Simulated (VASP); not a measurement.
A run of VASP 6.6.1:

File INCAR:

```
PREC = Accurate
ENCUT = 520
EDIFF = 1E-7
ISMEAR = -1
SIGMA = 0.1
LREAL = F
LASPH = T
NELM = 80
ALGO = Normal
ISIF = 2
LWAVE = F
LCHARG = T
GGA = PS
LELF = T
LVHAR = T
NBANDS = 11
```

The input KPOINTS:

```
regular mesh
0
Gamma
  12 12 12
```

Contents of POSCAR:

```
Ca
1.0
   -2.1340739405      2.1340739405      2.1340739405
    2.1340739405     -2.1340739405      2.1340739405
    2.1340739405      2.1340739405     -2.1340739405
Ca
1
Direct
    0.0000000000      0.0000000000      0.0000000000
```

Potentials or basis: VASP PAW PBE potentials, release 64 (Ca_sv).

Launch:

```console
$ cat potpaw_PBE.64/Ca_sv/POTCAR > POTCAR
$ mpirun -np 1 vasp_std > vasp.out
```

Hardware: 1 thread of Intel(R) Xeon(R) Platinum 8259CL CPU @ 2.50GHz (Skylake/Cascade Lake), on a shared host.

Q: Estimate the wall time of this run.

A: Run time: 32 s on 1 thread of Intel(R) Xeon(R) Platinum 8259CL CPU @ 2.50GHz (Skylake/Cascade Lake), with other jobs on the host, peak memory 0.17 GiB. Counts: scf iterations 13, k points 72.
